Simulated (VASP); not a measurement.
Runs of VASP 6.6.1 on C. The structure is that of space group R-3m (No. 166), or close to it. The cells are those of the table. 

```csv
cell,gap on the mesh (eV),pressure (GPa),largest force (eV/Å)
"a = 8.515 Å, angles 16.9°, 4 atoms",(b),-9.6,0.01
"a = 8.404 Å, angles 16.9°, 4 atoms",1.23,-1.5,0.01
"a = 8.623 Å, angles 16.9°, 4 atoms",1.17,-16.4,0.01
"a = 8.054 Å, angles 16.9°, 4 atoms",1.31,(c),0.01
"a = 8.291 Å, angles 16.9°, 4 atoms",(a),8.2,0.01
"a = 8.728 Å, angles 16.9°, 4 atoms",1.15,-22.0,0.01
"a = 8.174 Å, angles 16.9°, 4 atoms",1.28,(d),0.01
```

Alike in all rows: task single point; level PBEsol; potentials or basis VASP PAW PBE potentials, release 64 (C); no spin polarisation; k mesh 11 × 11 × 11; cutoff (eV) 520; smearing fermi-dirac 0.1 eV.

Question: Fill in the values left out.

Answer: (a) 1.25; (b) 1.20; (c) 34.0; (d) 19.9.

Caveats: the PAW data sets were made with another functional, which shifts forces and pressure a little.

A k mesh can miss the band edges.
